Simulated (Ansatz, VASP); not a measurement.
**Two plane-wave programs on CdS**

```
Cd S
1.0
     0.00000    2.93921    2.93921
     2.93921    0.00000    2.93921
     2.93921    2.93921    0.00000
Cd S
1 1
Direct
  0.00000 0.00000 0.00000
  0.25000 0.25000 0.25000
```

Alike in both runs: task single point; functional r2SCAN; k mesh 8 × 8 × 8; no spin polarisation.

|  | VASP | Ansatz |
| --- | --- | --- |
| version | VASP 6.6.1 | Ansatz 0.2.0 |
| potentials or method | VASP PAW PBE potentials, release 64 (Cd, S) | plane waves, PAW |
| plane-wave cutoff (eV) | 520 | 500 |
| occupations | gaussian, width 0.01 eV | fixed |
| valence electrons in the cell | 18 | 26 |

VASP gave:

```
gap on the k mesh at the Fermi level (eV) : 1.54
pressure (GPa)                            : 0.3
```

Task: What did Ansatz give for the same quantities?

Result: gap on the k mesh at the Fermi level (eV): 1.54; pressure (GPa): 0.0.

VASP's potentials were made for PBE, not for r2SCAN. VASP's potentials hold 18 valence electrons a cell and Ansatz's 26, so a difference there can come from the potentials and not from the codes.
